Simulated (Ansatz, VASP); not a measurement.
**Sn: VASP beside Ansatz**

POSCAR

```
Sn
1.0
   -1.8690452773      1.8690452773      1.8690452773
    1.8690452773     -1.8690452773      1.8690452773
    1.8690452773      1.8690452773     -1.8690452773
Sn
1
Direct
    0.0000000000      0.0000000000      0.0000000000
```

Contents of INCAR.step1:

```
PREC     = Accurate       # precision mode
ENCUT    = 520            # plane-wave cutoff, eV
ISMEAR   = -1             # smearing method
SIGMA    = 0.05           # smearing width, eV
LREAL    = F              # projectors in reciprocal space
LASPH    = T              # aspherical terms in the spheres
NELM     = 60             # most SCF steps
NBANDS   = 13             # bands
GGA      = PE             # functional
ALGO     = Normal         # electronic algorithm
EDIFF    = 1E-4           # SCF threshold, eV
LWAVE    = T              # write WAVECAR
LCHARG   = F              # write CHGCAR
```

File INCAR.step2:

```
PREC     = Accurate       # precision mode
ENCUT    = 520            # plane-wave cutoff, eV
EDIFF    = 1E-6           # SCF threshold, eV
ISMEAR   = -1             # smearing method
SIGMA    = 0.05           # smearing width, eV
LREAL    = F              # projectors in reciprocal space
LASPH    = T              # aspherical terms in the spheres
NELM     = 60             # most SCF steps
ALGO     = Normal         # electronic algorithm
ISIF     = 2              # what is computed and relaxed
LWAVE    = F              # write WAVECAR
LCHARG   = F              # write CHGCAR
METAGGA  = R2SCAN         # meta-GGA
LMIXTAU  = T            
NBANDS   = 13             # bands
ISTART   = 1
```

File KPOINTS:

```
regular mesh
0
Gamma
  10 10 10
```

input.yaml

```yaml
crystal:
  lattice:
    - [-1.8690452773, 1.8690452773, 1.8690452773]
    - [1.8690452773, -1.8690452773, 1.8690452773]
    - [1.8690452773, 1.8690452773, -1.8690452773]
  atoms:
    - { symbol: Sn, position: [0.0, 0.0, 0.0] }
hamiltonian:
  xc: r2scan
  pseudopotentials: { kind: paw }
kpoints:
  mp_grid: { grid: [10, 10, 10] }
scf:
  occupations: { method: fermi_dirac, width: 0.05 }
output:
  forces: true
  stress: true
  eigenvalues: true
```

Alike in both runs: task single point; functional r2SCAN; k mesh 10 × 10 × 10; occupations fermi-dirac, width 0.05 eV; no spin polarisation.

|  | VASP | Ansatz |
| --- | --- | --- |
| version | VASP 6.6.1 | Ansatz 0.2.0 |
| potentials or method | VASP PAW PBE potentials, release 64 (Sn_d) | Ansatz PAW |
| plane-wave cutoff (eV) | 520 | 500 |
| valence electrons in the cell | 14 | 14 |

```csv
,VASP,Ansatz,Ansatz less VASP
gap on the k mesh at the Fermi level (eV),none,none,-
pressure (GPa),1.3,1.3,-0.02
```

VASP's potentials were made for PBE, not for r2SCAN. A gap of «none» marks a metal or a gap that the smearing closes. The functional is the same, so the differences come from potentials, cutoffs and numerics.
